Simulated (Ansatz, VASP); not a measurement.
**One calculation of Y5AlN6, two programs**

```
CELL_PARAMETERS angstrom
2.53757 -7.61271 0.00000
2.53757 7.61271 0.00000
0.00000 0.00000 5.07514
ATOMIC_POSITIONS crystal
Y 0.66667 0.33333 0.00000
Y 0.83333 0.16667 0.50000
Y 0.33333 0.66667 0.00000
Y 0.50000 0.50000 0.50000
Y 0.16667 0.83333 0.50000
Al 0.00000 0.00000 0.00000
N 0.66667 0.33333 0.50000
N 0.33333 0.66667 0.50000
N 0.50000 0.50000 0.00000
N 0.00000 0.00000 0.50000
N 0.16667 0.83333 0.00000
N 0.83333 0.16667 0.00000
```

Alike in both runs: task single point; functional PBE; k mesh 4 × 4 × 4; occupations gaussian, width 0.1 eV; no spin polarisation.

|  | VASP | Ansatz |
| --- | --- | --- |
| version | VASP 6.6.1 | Ansatz 0.2.0 |
| potentials or method | VASP PAW PBE potentials, release 64 (Y_sv, Al, N), cutoff 520 eV | scalar-relativistic, plane waves, PAW |
| valence electrons in the cell | 88 | 88 |

|  | VASP | Ansatz | Ansatz less VASP |
| --- | --- | --- | --- |
| gap on the k mesh at the Fermi level (eV) | 0.49 | 0.49 | +0.003 |
| least direct gap on the mesh (eV) | 0.49 | 0.49 | +0.003 |
| pressure (GPa) | -17.9 | -17.8 | +0.08 |
| traceless stress, the component that is largest in VASP (GPa) | -0.70 | -0.71 | -0.001 |
| rms of the force components (eV/Å) | 0.180 | 0.180 | +0.0002 |

Atom by atom the forces differ by 0.000 eV/Å (rms over components).
